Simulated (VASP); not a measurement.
# CoSi2 (fluorite type) (Fm-3m) in VASP: further runs

Runs on CoSi2 (fluorite type). Level: PBE. Tasks: single point, relaxation of cell and atoms.

Everything below comes from runs of VASP 6.6.1. Logs are shortened: lines on timing, memory, paths and dates and some standing lists are left out, and cuts for length are marked.

## (1) The cell of the first run

Symmetry: Fm-3m, No. 225, cubic system. Conventional cell: a = 5.174 Å, b = 5.174 Å, c = 5.174 Å, α = 90.00°, β = 90.00°, γ = 90.00°. Co (site symmetry m-3m) has 8 Si at 2.24 Å within 3.0 Å. Si (site symmetry -43m) has 4 Co at 2.24 Å and 6 Si at 2.59 Å within 3.0 Å.

## (2) Single point, PBE

Input file INCAR:

```
SYSTEM = CoSi2
PREC = Accurate ; ENCUT = 520
EDIFF = 1E-6 ; ISMEAR = -1
SIGMA = 0.08 ; LREAL = .False.
LASPH = .True. ; NELM = 100
ALGO = Normal ; ISIF = 2
LWAVE = .False. ; LCHARG = .True.
GGA = PE ; LELF = .True.
LVHAR = .True. ; NBANDS = 16
```

Input file KPOINTS:

```
regular mesh
0
Gamma
  11 11 11
  0 0 0
```

Input file POSCAR:

```
CoSi2
1.0
    0.0000000000      2.5872002494      2.5872002494
    2.5872002494      0.0000000000      2.5872002494
    2.5872002494      2.5872002494      0.0000000000
Co Si
1 2
Direct
    0.0000000000      0.0000000000      0.0000000000
    0.2500000000      0.2500000000      0.2500000000
    0.7500000000      0.7500000000      0.7500000000
```

Potentials or basis: VASP PAW PBE potentials, release 64 (Co, Si).

The run is started by

```sh
$ cat potpaw_PBE.64/Co/POTCAR potpaw_PBE.64/Si/POTCAR > POTCAR
$ mpirun -np 1 vasp_std > vasp.out
```

OUTCAR:

```text
SYSTEM = CoSi2
   PREC = Accurate
   ENCUT = 520
   EDIFF = 1E-6
   ISMEAR = -1
   LREAL = .False.
   LASPH = .True.
   NELM = 100
   ISIF = 2
   GGA = PE

 ion  position               nearest neighbor table
   1  0.000  0.000  0.000-   3 2.24   3 2.24   3 2.24   2 2.24   2 2.24   2 2.24   3 2.24   2 2.24

   2  0.250  0.250  0.250-   1 2.24   1 2.24   1 2.24   1 2.24   3 2.59   3 2.59   3 2.59   3 2.59
                             3 2.59   3 2.59
   3  0.750  0.750  0.750-   1 2.24   1 2.24   1 2.24   1 2.24   2 2.59   2 2.59   2 2.59   2 2.59
                             2 2.59   2 2.59

  LATTYP: Found a face centered cubic cell.
 ALAT       =     5.1744004988

  Lattice vectors:

 A1 = (   0.0000000000,   2.5872002494,   2.5872002494)
 A2 = (   2.5872002494,   0.0000000000,   2.5872002494)
 A3 = (   2.5872002494,   2.5872002494,   0.0000000000)

Analysis of symmetry for initial positions (statically):
=====================================================================
 Subroutine PRICEL returns:
 Original cell was already a primitive cell.

 Routine SETGRP: Setting up the symmetry group for a
 face centered cubic supercell.

 Subroutine GETGRP returns: Found 48 space group operations
 (whereof 48 operations were pure point group operations)
 out of a pool of 48 trial point group operations.

The static configuration has the point symmetry O_h .

Analysis of symmetry for dynamics (positions and initial velocities):
=====================================================================
 Subroutine PRICEL returns:
 Original cell was already a primitive cell.

 Routine SETGRP: Setting up the symmetry group for a
 face centered cubic supercell.

 Subroutine GETGRP returns: Found 48 space group operations
 (whereof 48 operations were pure point group operations)
 out of a pool of 48 trial point group operations.

The dynamic configuration has the point symmetry O_h .

 Subroutine INISYM returns: Found 48 space group operations
 (whereof 48 operations are pure point group operations),
 and found     1 'primitive' translations

----------------------------------------------------------------------------------------

                                     Primitive cell

  volume of cell :      34.6354

  direct lattice vectors                    reciprocal lattice vectors
     0.000000000  2.587200249  2.587200249    -0.193259103  0.193259103  0.193259103
     2.587200249  0.000000000  2.587200249     0.193259103 -0.193259103  0.193259103
     2.587200249  2.587200249  0.000000000     0.193259103  0.193259103 -0.193259103

  length of vectors
     3.658853681  3.658853681  3.658853681     0.334734586  0.334734586  0.334734586

  position of ions in fractional coordinates (direct lattice)
     0.000000000  0.000000000  0.000000000
     0.250000000  0.250000000  0.250000000
     0.750000000  0.750000000  0.750000000

  ion indices of the primitive-cell ions
   primitive index   ion index
                 1           1
                 2           2
                 3           3

----------------------------------------------------------------------------------------

 KPOINTS: regular mesh

Automatic generation of k-mesh.
 Grid dimensions read from file:
 generate k-points for:   11   11   11

 Generating k-lattice:

  Cartesian coordinates                     Fractional coordinates (reciprocal lattice)
    -0.017569009  0.017569009  0.017569009     0.090909091  0.000000000  0.000000000
     0.017569009 -0.017569009  0.017569009     0.000000000  0.090909091  0.000000000
     0.017569009  0.017569009 -0.017569009     0.000000000  0.000000000  0.090909091

  Length of vectors
     0.030430417  0.030430417  0.030430417

  Shift w.r.t. Gamma in fractional coordinates (k-lattice)
     0.000000000  0.000000000  0.000000000

 Subroutine IBZKPT returns following result:
 ===========================================

 Found     56 irreducible k-points:

 Following reciprocal coordinates:
            Coordinates               Weight
  0.000000  0.000000  0.000000      1.000000
  0.090909  0.000000  0.000000      8.000000
  0.181818  0.000000  0.000000      8.000000
  0.272727  0.000000  0.000000      8.000000
  0.363636  0.000000  0.000000      8.000000
  0.454545  0.000000  0.000000      8.000000
[... 16 lines left out ...]
 -0.272727  0.181818  0.000000     24.000000
 -0.181818  0.181818  0.000000     12.000000
 [... further k-points ...]
   k-points           NKPTS =     56   k-points in BZ     NKDIM =     56   number of bands    NBANDS=     16
   number of dos      NEDOS =    301   number of ions     NIONS =      3
   total plane-waves  NPLWV =  21952
   dimension x,y,z NGX =    28 NGY =   28 NGZ =   28
   dimension x,y,z NGXF=    56 NGYF=   56 NGZF=   56
   ions per type =               1   2
   NGX,Y,Z   is equivalent  to a cutoff of  12.72, 12.72, 12.72 a.u.
   NGXF,Y,Z  is equivalent  to a cutoff of  25.44, 25.44, 25.44 a.u.
 SYSTEM =  CoSi2
   PREC   = accura    normal or accurate (medium, high low for compatibility)
   ISTART =      0    job   : 0-new  1-cont  2-samecut
   ICHARG =      2    charge: 1-file 2-atom 10-const
   ISPIN  =      1    spin polarized calculation?
   LNONCOLLINEAR =      F non collinear calculations
   LSORBIT =      F    spin-orbit coupling
   LASPH  =      T    aspherical Exc in radial PAW
   ENCUT  =  520.0 eV  38.22 Ry    6.18 a.u.   6.80  6.80  6.80*2*pi/ulx,y,z
   NELM   =    100;   NELMIN=  2; NELMDL= -5     # of ELM steps
   EDIFF  = 0.1E-05   stopping-criterion for ELM
   LREAL  =      F    real-space projection
   EDIFFG = 0.1E-04   stopping-criterion for IOM
   NSW    =      0    number of steps for IOM
   IBRION =     -1    ionic relax: 0-MD 1-quasi-New 2-CG
   NFREE  =      0    steps in history (QN), initial steepest desc. (CG)
   ISIF   =      2    stress and relaxation
   ISYM   =      2    0-nonsym 1-usesym 2-fastsym
   POTIM  = 0.5000    time-step for ionic-motion
   TEBEG  =    0.0;   TEEND  =   0.0 temperature during run
   PSTRESS=    0.0 pullay stress
   NELECT =      17.0000    total number of electrons
   NUPDOWN=      -1.0000    fix difference up-down
   EMIN   =  10.00;   EMAX   =-10.00  energy-range for DOS
   EFERMI =   0.00;   METHOD = LEGACY
   ISMEAR =    -1;   SIGMA  =   0.08  broadening in eV -4-tet -1-fermi 0-gaus
   EFERMI_NEDOS =   21; number of points for ismear=-14 and -15
   IALGO  =     38    algorithm
   IMIX   =      4    mixing-type and parameters
     AMIX     =   0.40;   BMIX     =  1.00
     AMIX_MAG =   1.60;   BMIX_MAG =  1.00
  volume/ion in A,a.u.               =      11.55        77.91
  Fermi-wavevector in a.u.,A,eV,Ry     =   1.291371  2.440338 22.689614  1.667640
  Thomas-Fermi vector in A             =   2.423145
   LORBIT       =      0    0 simple, 1 ext, 2 COOP (PROOUT), +10 PAW based schemes
   GGA     = PE    functional components
   LHFCALC =     F    Hartree Fock is set to
   AEXX    =    0.0000 exact exchange contribution
   IVDW    =     0    specifies the selected vdW correction
   LEPSILON=     F    determine dielectric tensor
   LRPA    =     F    only Hartree local field effects (RPA)
 non-spin polarized calculation
  energy-cutoff  :      520.00
  volume of cell :       34.64
 maximum number of plane-waves:       950
   NGX = 13   NGY = 13   NGZ = 13

 number of electron      16.9999996 magnetization

 Free energy of the ion-electron system (eV)
  ---------------------------------------------------
  ext. energy  EPLUGINS =         0.00000000
  ---------------------------------------------------
  free energy    TOTEN  =       -19.04818938 eV

  energy without entropy =      -19.02983046  energy(sigma->0) =      -19.03900992

 E-fermi :  11.5519     XC(G=0): -12.2301

 val. band max:       11.5247597832   @ k =  -0.2727   0.2727   0.0000
 cond. band min:      11.5976237567   @ k =   0.3636   0.1818   0.0000
 fundamental gap:      0.0728639735
 Fermi energy:        11.5518597804

 k-point     1 :       0.0000    0.0000    0.0000
  band No.  band energies     occupation
      1      -2.4008      2.00000
      2       6.9856      2.00000
      3       6.9856      2.00000
      4       6.9856      2.00000
      5       9.2737      2.00000
      6       9.2737      2.00000
[... 8 lines left out ...]
     15      17.7016      0.00000
     16      17.7016      0.00000

 k-point     2 :       0.0909    0.0000    0.0000
  band No.  band energies     occupation
      1      -2.2650      2.00000
      2       6.7110      2.00000
      3       7.0342      2.00000
      4       7.0342      2.00000
      5       9.2319      2.00000
      6       9.2319      2.00000
[... 8 lines left out ...]
     15      17.1805      0.00000
     16      17.5055      0.00000

 k-point     3 :       0.1818    0.0000    0.0000
  band No.  band energies     occupation
      1      -1.8608      2.00000
      2       5.9528      2.00000
      3       7.1633      2.00000
      4       7.1633      2.00000
      5       9.1497      2.00000
      6       9.1497      2.00000
[... 8 lines left out ...]
     15      17.5116      0.00000
     16      18.6697      0.00000

 k-point     4 :       0.2727    0.0000    0.0000
  band No.  band energies     occupation
      1      -1.1986      2.00000
      2       4.8382      2.00000
      3       7.3193      2.00000
      4       7.3193      2.00000
      5       9.1350      2.00000
      6       9.1350      2.00000
[... 8 lines left out ...]
     15      18.8779      0.00000
     16      20.0852      0.00000
[... 324 lines left out ...]
 k-point    22 :      -0.3636    0.1818    0.0000
  band No.  band energies     occupation
      1       0.8556      2.00000
      2       2.9438      2.00000
      3       6.3581      2.00000
      4       7.7881      2.00000
      5       8.4821      2.00000
      6       8.8465      2.00000
[... 8 lines left out ...]
     15      20.7975      0.00000
     16      21.5462      0.00000

 k-point    23 :      -0.2727    0.1818    0.0000
  band No.  band energies     occupation
      1      -0.1651      2.00000
      2       4.1299      2.00000
      3       6.3654      2.00000
      4       7.8926      2.00000
      5       8.5061      2.00000
      6       9.1142      2.00000
[... 8 lines left out ...]
     15      19.5624      0.00000
     16      22.5371      0.00000

 k-point    24 :      -0.1818    0.1818    0.0000
  band No.  band energies     occupation
      1      -0.9784      2.00000
      2       5.0353      2.00000
      3       6.6241      2.00000
      4       7.6707      2.00000
      5       8.6041      2.00000
      6       9.4435      2.00000
[... 8 lines left out ...]
     15      19.3040      0.00000
     16      21.9144      0.00000

 [... further k-points ...]
[... 5 lines left out ...]
  --------------------------------------------------------------------------------------
  -------------------------------------------------------------------------------------
  Total        5.1459557      5.1459557      5.1459557     -0.0000000      0.0000000      0.0000000
  in kB      238.0435908    238.0435908    238.0435908     -0.0000000      0.0000000      0.0000000
  external PRESSURE =     238.0435908 kB  Pullay stress =       0.0000000 kB

 VOLUME and BASIS-vectors are now :
 -----------------------------------------------------------------------------
  energy-cutoff  :      520.00
  volume of cell :       34.64
      direct lattice vectors                 reciprocal lattice vectors
     0.000000000  2.587200249  2.587200249    -0.193259103  0.193259103  0.193259103
     2.587200249  0.000000000  2.587200249     0.193259103 -0.193259103  0.193259103
     2.587200249  2.587200249  0.000000000     0.193259103  0.193259103 -0.193259103

 POSITION                                       TOTAL-FORCE (eV/Angst)
 -----------------------------------------------------------------------------------
      0.00000      0.00000      0.00000        -0.000000     -0.000000     -0.000000
      1.29360      1.29360      1.29360        -0.000000     -0.000000      0.000000
      3.88080      3.88080      3.88080         0.000000      0.000000     -0.000000
 -----------------------------------------------------------------------------------
    total drift:                               -0.000000     -0.000000      0.000000

  FREE ENERGIE OF THE ION-ELECTRON SYSTEM (eV)
  ---------------------------------------------------
  free  energy   TOTEN  =       -19.0481893768 eV

  energy  without entropy=      -19.0298304603  energy(sigma->0) =      -19.03900992
```

Wall time 15 s (1 thread of Intel Xeon 6975P-C (Granite Rapids), shared host); peak memory 0.17 GiB.

Results:

```
Free energy : -19.0482 eV
Pressure    : 23.8 GPa
```

(Part 1 of 2 ends here.)
